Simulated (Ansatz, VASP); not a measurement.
Two plane-wave programs on Hg

```
Hg
1.0
    -1.80421    1.80421    1.80421
     1.80421   -1.80421    1.80421
     1.80421    1.80421   -1.80421
Hg
1
Direct
  0.00000 0.00000 0.00000
```

Alike in both runs: task relaxation of cell and atoms; functional PBE; k mesh 16 × 16 × 16; occupations fermi-dirac, width 0.05 eV; no spin polarisation.

|  | VASP | Ansatz |
| --- | --- | --- |
| version | VASP 6.6.1 | Ansatz 0.2.0 |
| potentials or method | VASP PAW PBE potentials, release 64 (Hg_sv_GW) | PAW with Ansatz's default frozen-core files, scalar-relativistic |
| plane-wave cutoff (eV) | 500 | 420 |
| valence electrons in the cell | 20 | 20 |

```tsv
	VASP	Ansatz	Ansatz less VASP
relaxed volume (Å³/atom)	25.80	29.47	+3.672
relaxed cell length with the largest relative difference (Å)	3.224	3.370	+0.1462
```

Spin-orbit coupling is off throughout.
